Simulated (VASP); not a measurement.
Runs of VASP 6.6.1 on GeW3. The structure is that of space group Pm-3m (No. 221), or close to it. The cells are those of the table. 

```tsv
task	cell	k mesh	cutoff (eV)	gap on the mesh (eV)	pressure (GPa)	relaxed volume (Å³/atom)
single point	a = 4.006 Å, 4 atoms	4 × 4 × 4	520	none	(a)	-
relaxation of cell and atoms	relaxed from a = 4.006 Å, 4 atoms	4 × 4 × 4	600	none	-0.1	15.76
single point	a = 3.983 Å, 4 atoms	12 × 12 × 12	520	none	0.4	-
relaxation of cell and atoms	relaxed from a = 3.976 Å, 4 atoms	12 × 12 × 12	600	none	-0.1	(b)
single point	a = 3.976 Å, 4 atoms	4 × 4 × 4	520	none	0.5	-
```

Alike in all rows: level PBE; potentials or basis VASP PAW PBE potentials, release 64 (Ge_d, W_sv); no spin polarisation; smearing gaussian 0.1 eV.

**Question.** Fill in the values left out.

**Answer.** (a) -4.9; (b) 15.82.

Caveats: some runs use coarse meshes; spin-orbit coupling is left out, which moves the levels of the heavy elements.

A k mesh can miss the band edges, and the runs leave out spin-orbit coupling on Ge, W.

A gap of «none» marks levels without a gap at the run's occupations.
